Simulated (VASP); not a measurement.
A run of VASP 6.6.1 is set up as follows.

The input INCAR:

```
PREC = Accurate
ENCUT = 520
EDIFF = 1E-6
ISMEAR = -1
SIGMA = 0.06122561905347299
LREAL = False
LASPH = True
NELM = 80
ALGO = Normal
ISIF = 2
LWAVE = False
LCHARG = False
GGA = PE
NBANDS = 13
```

KPOINTS

```
Automatic mesh
0
Gamma
  24 24 24
```

Contents of POSCAR:

```
W
1.0
   -1.5815551870      1.5815551870      1.5815551870
    1.5815551870     -1.5815551870      1.5815551870
    1.5815551870      1.5815551870     -1.5815551870
W
1
Direct
    0.0000000000      0.0000000000      0.0000000000
```

Potentials or basis: VASP PAW PBE potentials, release 64 (W_sv).

Launch:

```sh
$ cat potpaw_PBE.64/W_sv/POTCAR > POTCAR
$ mpirun -np 1 vasp_std > vasp.out
```

(1) Estimate the pressure.

(2) Predict the band gap on the k mesh.

Answers

(1) 6.7 GPa.

(2) zero (bands 7 and 8 overlap by 6.41 eV).

Caveat: the cell stands under pressure; spin-orbit coupling is left out, which moves the levels of the heavy elements.
